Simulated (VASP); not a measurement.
# CoO (F-43m) in VASP: notebook

The runs below take CoO through single point, relaxation of cell and atoms, with PBE+U.

All numbers are computed with VASP 6.6.1; they aren't measurements. Logs are shortened: lines on timing, memory, paths and dates and some standing lists are left out, and cuts for length are marked.

## (1) The cell of the first run

Symmetry: F-43m, No. 216, cubic system. The conventional cell has a = 4.421 Å, b = 4.421 Å, c = 4.421 Å, α = 90.00°, β = 90.00°, γ = 90.00°. Within 2.5 Å of Co (site symmetry -43m) lie 4 O at 1.91 Å. O (site symmetry -43m) has 4 Co at 1.91 Å within 2.5 Å.

## (2) Single point, PBE+U, collinear spin, ferromagnetic start

INCAR

```
SYSTEM = CoO
PREC = Accurate ; ENCUT = 520
EDIFF = 1E-7 ; ISMEAR = 0
SIGMA = 0.1 ; LREAL = .False.
LASPH = .True. ; NELM = 150
ALGO = Normal ; ISIF = 2
LWAVE = .False. ; LCHARG = .False.
ISPIN = 2 ; MAGMOM = 3 0
LORBIT = 11 ; LMAXMIX = 4
LDAU = .True. ; LDAUTYPE = 2
LDAUL = 2 -1 ; LDAUU = 3.32 0
LDAUJ = 0 0 ; LDAUPRINT = 1
GGA = PE ; NBANDS = 18
```

KPOINTS

```
regular mesh
0
Gamma
  8 8 8
  0 0 0
```

POSCAR

```
CoO
1.0
    0.0000000000      2.2103298239      2.2103298239
    2.2103298239      0.0000000000      2.2103298239
    2.2103298239      2.2103298239      0.0000000000
Co O
1 1
Direct
    0.0000000000      0.0000000000      0.0000000000
    0.2500000000      0.2500000000      0.2500000000
```

Potentials or basis: VASP PAW PBE potentials, release 64 (Co, O).

Launch:

```
$ cat potpaw_PBE.64/Co/POTCAR potpaw_PBE.64/O/POTCAR > POTCAR
$ mpirun -np 1 vasp_std > vasp.out
```

OUTCAR:

```text
SYSTEM = CoO
   PREC = Accurate
   ENCUT = 520
   EDIFF = 1E-7
   ISMEAR = 0
   LREAL = .False.
   LASPH = .True.
   NELM = 150
   ISIF = 2
   ISPIN = 2
   LORBIT = 11
   GGA = PE

 ion  position               nearest neighbor table
   1  0.000  0.000  0.000-   2 1.91   2 1.91   2 1.91   2 1.91
   2  0.250  0.250  0.250-   1 1.91   1 1.91   1 1.91   1 1.91

  LATTYP: Found a face centered cubic cell.
 ALAT       =     4.4206596478

  Lattice vectors:

 A1 = (   0.0000000000,   2.2103298239,   2.2103298239)
 A2 = (   2.2103298239,   0.0000000000,   2.2103298239)
 A3 = (   2.2103298239,   2.2103298239,   0.0000000000)

Analysis of symmetry for initial positions (statically):
=====================================================================
 Subroutine PRICEL returns:
 Original cell was already a primitive cell.

 Routine SETGRP: Setting up the symmetry group for a
 face centered cubic supercell.

 Subroutine GETGRP returns: Found 24 space group operations
 (whereof 24 operations were pure point group operations)
 out of a pool of 48 trial point group operations.

The static configuration has the point symmetry T_d .

Analysis of symmetry for dynamics (positions and initial velocities):
=====================================================================
 Subroutine PRICEL returns:
 Original cell was already a primitive cell.

 Routine SETGRP: Setting up the symmetry group for a
 face centered cubic supercell.

 Subroutine GETGRP returns: Found 24 space group operations
 (whereof 24 operations were pure point group operations)
 out of a pool of 48 trial point group operations.

The dynamic configuration has the point symmetry T_d .

Analysis of structural, dynamic, and magnetic symmetry:
=====================================================================
 Subroutine PRICEL returns:
 Original cell was already a primitive cell.

 Routine SETGRP: Setting up the symmetry group for a
 face centered cubic supercell.

 Subroutine GETGRP returns: Found 24 space group operations
 (whereof 24 operations were pure point group operations)
 out of a pool of 48 trial point group operations.

The overall configuration has the point symmetry T_d .

 Subroutine INISYM returns: Found 24 space group operations
 (whereof 24 operations are pure point group operations),
 and found     1 'primitive' translations

----------------------------------------------------------------------------------------

                                     Primitive cell

  volume of cell :      21.5974

  direct lattice vectors                    reciprocal lattice vectors
     0.000000000  2.210329824  2.210329824    -0.226210584  0.226210584  0.226210584
     2.210329824  0.000000000  2.210329824     0.226210584 -0.226210584  0.226210584
     2.210329824  2.210329824  0.000000000     0.226210584  0.226210584 -0.226210584

  length of vectors
     3.125878414  3.125878414  3.125878414     0.391808224  0.391808224  0.391808224

  position of ions in fractional coordinates (direct lattice)
     0.000000000  0.000000000  0.000000000
     0.250000000  0.250000000  0.250000000

  ion indices of the primitive-cell ions
   primitive index   ion index
                 1           1
                 2           2

----------------------------------------------------------------------------------------

 KPOINTS: regular mesh

Automatic generation of k-mesh.
 Grid dimensions read from file:
 generate k-points for:    8    8    8

 Generating k-lattice:

  Cartesian coordinates                     Fractional coordinates (reciprocal lattice)
    -0.028276323  0.028276323  0.028276323     0.125000000  0.000000000  0.000000000
     0.028276323 -0.028276323  0.028276323     0.000000000  0.125000000  0.000000000
     0.028276323  0.028276323 -0.028276323     0.000000000  0.000000000  0.125000000

  Length of vectors
     0.048976028  0.048976028  0.048976028

  Shift w.r.t. Gamma in fractional coordinates (k-lattice)
     0.000000000  0.000000000  0.000000000

 Subroutine IBZKPT returns following result:
 ===========================================

 Found     29 irreducible k-points:

 Following reciprocal coordinates:
            Coordinates               Weight
  0.000000  0.000000  0.000000      1.000000
  0.125000  0.000000  0.000000      8.000000
  0.250000  0.000000  0.000000      8.000000
  0.375000  0.000000  0.000000      8.000000
  0.500000  0.000000  0.000000      4.000000
  0.125000  0.125000  0.000000      6.000000
[... 16 lines left out ...]
  0.500000  0.250000  0.125000     48.000000
 -0.375000  0.250000  0.125000     24.000000
 [... further k-points ...]
   k-points           NKPTS =     29   k-points in BZ     NKDIM =     29   number of bands    NBANDS=     18
   number of dos      NEDOS =    301   number of ions     NIONS =      2
   total plane-waves  NPLWV =  13824
   dimension x,y,z NGX =    24 NGY =   24 NGZ =   24
   dimension x,y,z NGXF=    48 NGYF=   48 NGZF=   48
   ions per type =               1   1
   NGX,Y,Z   is equivalent  to a cutoff of  12.76, 12.76, 12.76 a.u.
   NGXF,Y,Z  is equivalent  to a cutoff of  25.53, 25.53, 25.53 a.u.
 SYSTEM =  CoO
   PREC   = accura    normal or accurate (medium, high low for compatibility)
   ISTART =      0    job   : 0-new  1-cont  2-samecut
   ICHARG =      2    charge: 1-file 2-atom 10-const
   ISPIN  =      2    spin polarized calculation?
   LNONCOLLINEAR =      F non collinear calculations
   LSORBIT =      F    spin-orbit coupling
   LASPH  =      T    aspherical Exc in radial PAW
   ENCUT  =  520.0 eV  38.22 Ry    6.18 a.u.   5.81  5.81  5.81*2*pi/ulx,y,z
   NELM   =    150;   NELMIN=  2; NELMDL= -5     # of ELM steps
   EDIFF  = 0.1E-06   stopping-criterion for ELM
   LREAL  =      F    real-space projection
   EDIFFG = 0.1E-05   stopping-criterion for IOM
   NSW    =      0    number of steps for IOM
   IBRION =     -1    ionic relax: 0-MD 1-quasi-New 2-CG
   NFREE  =      0    steps in history (QN), initial steepest desc. (CG)
   ISIF   =      2    stress and relaxation
   ISYM   =      2    0-nonsym 1-usesym 2-fastsym
   POTIM  = 0.5000    time-step for ionic-motion
   TEBEG  =    0.0;   TEEND  =   0.0 temperature during run
   PSTRESS=    0.0 pullay stress
   NELECT =      15.0000    total number of electrons
   NUPDOWN=      -1.0000    fix difference up-down
   EMIN   =  10.00;   EMAX   =-10.00  energy-range for DOS
   EFERMI =   0.00;   METHOD = LEGACY
   ISMEAR =     0;   SIGMA  =   0.10  broadening in eV -4-tet -1-fermi 0-gaus
   EFERMI_NEDOS =   21; number of points for ismear=-14 and -15
   IALGO  =     38    algorithm
   IMIX   =      4    mixing-type and parameters
     AMIX     =   0.40;   BMIX     =  1.00
     AMIX_MAG =   1.60;   BMIX_MAG =  1.00
  volume/ion in A,a.u.               =      10.80        72.87
  Fermi-wavevector in a.u.,A,eV,Ry     =   1.449789  2.739704 28.597929  2.101888
  Thomas-Fermi vector in A             =   2.567476
   LORBIT       =     11    0 simple, 1 ext, 2 COOP (PROOUT), +10 PAW based schemes
 LDA+U is selected, type is set to LDAUTYPE =  2
   angular momentum for each species LDAUL =     2   -1
   U (eV)           for each species LDAUU =   3.3  0.0
   J (eV)           for each species LDAUJ =   0.0  0.0
   GGA     = PE    functional components
   LHFCALC =     F    Hartree Fock is set to
   AEXX    =    0.0000 exact exchange contribution
   IVDW    =     0    specifies the selected vdW correction
   LEPSILON=     F    determine dielectric tensor
   LRPA    =     F    only Hartree local field effects (RPA)
 spin polarized calculation
 Gauss-broadening in eV      SIGMA  =   0.10
  energy-cutoff  :      520.00
  volume of cell :       21.60
 maximum number of plane-waves:       604
   NGX = 11   NGY = 11   NGZ = 11

atom =   1  type =  1  l = 2

 onsite density matrix

spin component  1

  0.9961 -0.0000 -0.0000 -0.0000  0.0000
 -0.0000  0.9961  0.0000 -0.0000 -0.0000
 -0.0000  0.0000  0.9739 -0.0000 -0.0000
 -0.0000 -0.0000 -0.0000  0.9961  0.0000
  0.0000 -0.0000 -0.0000  0.0000  0.9739

spin component  2

  0.1467  0.0000  0.0000  0.0000 -0.0000
  0.0000  0.1467  0.0000  0.0000 -0.0000
  0.0000  0.0000  0.9473  0.0000  0.0000
  0.0000  0.0000  0.0000  0.1467 -0.0000
 -0.0000 -0.0000  0.0000 -0.0000  0.9473

 occupancies and eigenvectors

  o =  0.1467  v =  0.0000  0.0000  0.0000  0.0000  0.0000  1.0000  0.0000  0.0000  0.0000  0.0000      0.0000  0.0000  0.0000  0.0000  0.0000  0.0000  0.0000  0.0000  0.0000  0.0000
  o =  0.1467  v =  0.0000  0.0000  0.0000  0.0000  0.0000  0.0000 -1.0000  0.0000  0.0043 -0.0000      0.0000  0.0000  0.0000  0.0000  0.0000  0.0000  0.0000  0.0000  0.0000  0.0000
  o =  0.1467  v =  0.0000  0.0000  0.0000  0.0000  0.0000  0.0000 -0.0043  0.0000 -1.0000 -0.0000      0.0000  0.0000  0.0000  0.0000  0.0000  0.0000  0.0000  0.0000  0.0000  0.0000
  o =  0.9473  v =  0.0000  0.0000  0.0000  0.0000  0.0000  0.0000  0.0000 -0.9982 -0.0000  0.0607      0.0000  0.0000  0.0000  0.0000  0.0000  0.0000  0.0000  0.0000  0.0000  0.0000
  o =  0.9473  v =  0.0000  0.0000  0.0000  0.0000  0.0000  0.0000 -0.0000 -0.0607 -0.0000 -0.9982      0.0000  0.0000  0.0000  0.0000  0.0000  0.0000  0.0000  0.0000  0.0000  0.0000
  o =  0.9739  v =  0.0000  0.0000  0.9673 -0.0000  0.2537  0.0000  0.0000  0.0000  0.0000  0.0000      0.0000  0.0000  0.0000  0.0000  0.0000  0.0000  0.0000  0.0000  0.0000  0.0000
  o =  0.9739  v =  0.0000 -0.0000 -0.2537 -0.0000  0.9673  0.0000  0.0000  0.0000  0.0000  0.0000      0.0000  0.0000  0.0000  0.0000  0.0000  0.0000  0.0000  0.0000  0.0000  0.0000
  o =  0.9961  v =  0.0000  0.2613 -0.0000 -0.9652 -0.0000  0.0000  0.0000  0.0000  0.0000  0.0000      0.0000  0.0000  0.0000  0.0000  0.0000  0.0000  0.0000  0.0000  0.0000  0.0000
  o =  0.9961  v =  1.0000  0.0000  0.0000  0.0000  0.0000  0.0000  0.0000  0.0000  0.0000  0.0000      0.0000  0.0000  0.0000  0.0000  0.0000  0.0000  0.0000  0.0000  0.0000  0.0000
  o =  0.9961  v =  0.0000  0.9652 -0.0000  0.2613  0.0000  0.0000  0.0000  0.0000  0.0000  0.0000      0.0000  0.0000  0.0000  0.0000  0.0000  0.0000  0.0000  0.0000  0.0000  0.0000

 number of electron      14.9999992 magnetization       2.9999828

 Free energy of the ion-electron system (eV)
  ---------------------------------------------------
  ext. energy  EPLUGINS =         0.00000000
  ---------------------------------------------------
  free energy    TOTEN  =       -11.95990048 eV

  energy without entropy =      -11.95989436  energy(sigma->0) =      -11.95989742

 E-fermi :   6.7115     XC(G=0): -11.4129

 val. band max:        6.5093751867   @ k =   0.0000   0.0000   0.0000
 cond. band min:       6.9503116984   @ k =  -0.2500   0.5000   0.2500
 fundamental gap:      0.4409365117
 Fermi energy:         6.7115348410

 spin component 1

 k-point     1 :       0.0000    0.0000    0.0000
  band No.  band energies     occupation
      1     -13.2696      1.00000
      2      -0.5681      1.00000
      3      -0.5681      1.00000
      4      -0.5680      1.00000
      5       3.0851      1.00000
      6       3.0853      1.00000
[... 10 lines left out ...]
     17      27.4823      0.00000
     18      29.0891      0.00000
[... 466 lines left out ...]
      2      -0.2670      1.00000
      3       0.0510      1.00000
      4       0.4113      1.00000
      5       2.3176      1.00000
      6       2.9229      1.00000
[... 10 lines left out ...]
     17      32.9806      0.00000
     18      33.0744      0.00000

 [... further k-points ...]

 spin component 2

 k-point     1 :       0.0000    0.0000    0.0000
  band No.  band energies     occupation
      1     -12.8473      1.00000
      2       2.1712      1.00000
      3       2.1713      1.00000
      4       2.1716      1.00000
      5       4.6761      1.00000
      6       4.6771      1.00000
[... 10 lines left out ...]
     17      28.7197      0.00000
     18      29.6173      0.00000
[... 466 lines left out ...]
      2       0.4737      1.00000
      3       1.4801      1.00000
      4       2.1296      1.00000
      5       5.2432      1.00000
      6       5.4393      1.00000
[... 10 lines left out ...]
     17      33.8438      0.00000
     18      34.0633      0.00000

 [... further k-points ...]

------------------------ aborting loop because EDIFF is reached ----------------------------------------

  FORCE on cell =-STRESS in cart. coord.  units (eV):
  Direction    XX          YY          ZZ          XY          YZ          ZX
  --------------------------------------------------------------------------------------
  -------------------------------------------------------------------------------------
  Total        3.0084436      3.0084436      3.0084436      0.0000000     -0.0000000      0.0000000
  in kB      223.1779138    223.1779138    223.1779138      0.0000000     -0.0000000      0.0000000
  external PRESSURE =     223.1779138 kB  Pullay stress =       0.0000000 kB

 VOLUME and BASIS-vectors are now :
 -----------------------------------------------------------------------------
  energy-cutoff  :      520.00
  volume of cell :       21.60
      direct lattice vectors                 reciprocal lattice vectors
     0.000000000  2.210329824  2.210329824    -0.226210584  0.226210584  0.226210584
     2.210329824  0.000000000  2.210329824     0.226210584 -0.226210584  0.226210584
     2.210329824  2.210329824  0.000000000     0.226210584  0.226210584 -0.226210584

 POSITION                                       TOTAL-FORCE (eV/Angst)
 -----------------------------------------------------------------------------------
      0.00000      0.00000      0.00000        -0.000000     -0.000000      0.000000
      1.10516      1.10516      1.10516         0.000000      0.000000     -0.000000
 -----------------------------------------------------------------------------------
    total drift:                                0.000000      0.000000     -0.000000

  FREE ENERGIE OF THE ION-ELECTRON SYSTEM (eV)
  ---------------------------------------------------
  free  energy   TOTEN  =       -11.9599004842 eV

  energy  without entropy=      -11.9598943578  energy(sigma->0) =      -11.95989742

 total charge

# of ion       s       p       d       tot
------------------------------------------
    1        0.385   0.514   7.240   8.139
    2        1.548   3.525   0.000   5.074
--------------------------------------------------
tot          1.933   4.039   7.240  13.212

 magnetization (x)

# of ion       s       p       d       tot
------------------------------------------
    1        0.020   0.061   2.599   2.680
    2        0.016   0.197   0.000   0.214
--------------------------------------------------
tot          0.036   0.259   2.599   2.894
```

Run time: 22 s. Hardware: 1 thread of AMD EPYC 9R45 (Zen 5), shared host; peak memory 0.13 GiB.

Results:

| Property | Result |
| --- | --- |
| Free energy | -11.9599 eV |
| Pressure | 22.3 GPa |
| Band gap on the k mesh | 0.44 eV (least direct gap 0.50 eV) |
| Net moment | 3.00 μB per cell |
| Site moments | Co +2.68; O +0.21 μB |
| Valence electrons inside the program's atomic spheres | Co 8.14; O 5.07 |

Levels at points of the mesh, in eV from the valence-band top:
Spin up:
```
           k point  band 7  band 8  band 9  band 10  band 11  band 12
(0.00, 0.00, 0.00)    0.00    0.00    0.00     0.50    14.87    14.87
(0.50, 0.00, 0.00)   -3.45   -0.90   -0.90     6.23     7.44    13.91
(0.50, 0.50, 0.00)   -2.65   -2.65   -2.23     5.08    10.76    11.44
```
Spin down:
| k point | band 2 | band 3 | band 4 | band 5 | band 6 | band 7 | band 8 | band 9 | band 10 | band 11 |
| --- | --- | --- | --- | --- | --- | --- | --- | --- | --- | --- |
| (0.00, 0.00, 0.00) | -4.34 | -4.34 | -4.34 | -1.83 | -1.83 | 1.28 | 4.27 | 4.27 | 4.27 | 15.39 |
| (0.50, 0.00, 0.00) | -6.35 | -4.49 | -4.49 | -1.25 | -1.25 | 1.85 | 3.30 | 3.30 | 6.84 | 8.85 |
| (0.50, 0.50, 0.00) | -6.78 | -4.08 | -4.08 | -1.45 | -0.85 | 0.45 | 2.65 | 2.65 | 7.42 | 11.23 |

Eigenvalues of the final occupation matrices:
```csv
site,spin,trace,eigenvalues
site 1 d,1,4.94,0.97 0.97 1.00 1.00 1.00
site 1 d,2,2.33,0.15 0.15 0.15 0.95 0.95
```

Caveat: the cell stands under pressure; a cell with one magnetic atom can't hold antiferromagnetic order, which such compounds often take. The state reached can hang on the start; a lower one may exist.

(Part 1 of 3 ends here.)
